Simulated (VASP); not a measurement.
Crystal: Sr2Sb3P.

```
CELL_PARAMETERS angstrom
5.20470 0.00000 0.00000
-2.60235 4.50741 0.00000
0.00000 0.00000 9.13942
ATOMIC_POSITIONS crystal
Sr 0.66667 0.33333 0.18576
Sr 0.33333 0.66667 0.81424
Sb 0.66667 0.33333 0.85048
Sb 0.33333 0.66667 0.14952
Sb 0.00000 0.00000 0.00000
P 0.00000 0.00000 0.50000
```

```yaml
Program: VASP 6.6.1
Task: relaxation of cell and atoms
Functional: PBEsol
Potentials_or_basis: VASP PAW PBE potentials, release 64 (Sr_sv, Sb, P)
Cutoff: 600 eV
k_mesh: 6 × 6 × 2
Occupations: fermi-dirac, width 0.03 eV
Spin: no spin polarisation
```

At the start: pressure 2.7 GPa; volume 35.73 Å³/atom.

Problem. How do energy, volume and symmetry change on relaxing?

Solution. Over 42 steps the energy falls by 776.2 meV/atom and the volume is 28.76 Å³/atom (-19.5 %); space group P-3m1 (No. 164, to 0.1 Å) before and after.

The path:
```
step  energy change (eV)  largest force (eV/Å)  pressure (GPa)  volume (Å³)
   1              0.0000                2.1535            2.70       214.41
   3             -0.5096                1.1555           -2.14       237.72
   5             -2.2751                1.5389           -1.96       200.02
   7             -3.6965                1.4612            1.63       165.84
   9             -3.8842                0.9583            4.55       154.59
  11             -4.0341                0.5006            3.32       156.48
  13             -4.1732                0.3719           -0.67       168.57
  15             -4.1951                0.3688           -0.37       167.54
  17             -4.2995                0.3444            1.12       164.03
  19             -4.3556                0.2804           -0.56       170.13
  21             -4.3791                0.3295           -0.65       170.80
  23             -4.4563                0.4034            0.15       169.18
  25             -4.3762                1.2900            2.26       165.02
  27             -4.6265                0.2483            1.01       166.92
  29             -4.6378                0.1675            0.16       169.57
  31             -4.6481                0.1689           -0.24       171.41
  33             -4.6538                0.0366            0.26       170.22
  35             -4.6554                0.0273            0.00       171.40
  37             -4.6566                0.0576           -0.07       172.23
  39             -4.6569                0.0296            0.09       171.91
  41             -4.6573                0.0169            0.01       172.39
  42             -4.6573                0.0024           -0.02       172.56
```

Final structure:
```
CELL_PARAMETERS angstrom
5.22476 0.00000 0.00000
-2.61238 4.52478 0.00000
0.00000 0.00000 7.29905
ATOMIC_POSITIONS crystal
Sr 0.66667 0.33333 0.35457
Sr 0.33333 0.66667 0.64543
Sb 0.66667 0.33333 0.90760
Sb 0.33333 0.66667 0.09240
Sb 0.00000 0.00000 0.00000
P 0.00000 0.00000 0.50000
```

Caveat: the volume moved by over 15 % at a fixed basis, so the end points are rough; the PAW data sets were made with another functional, which shifts forces and pressure a little.
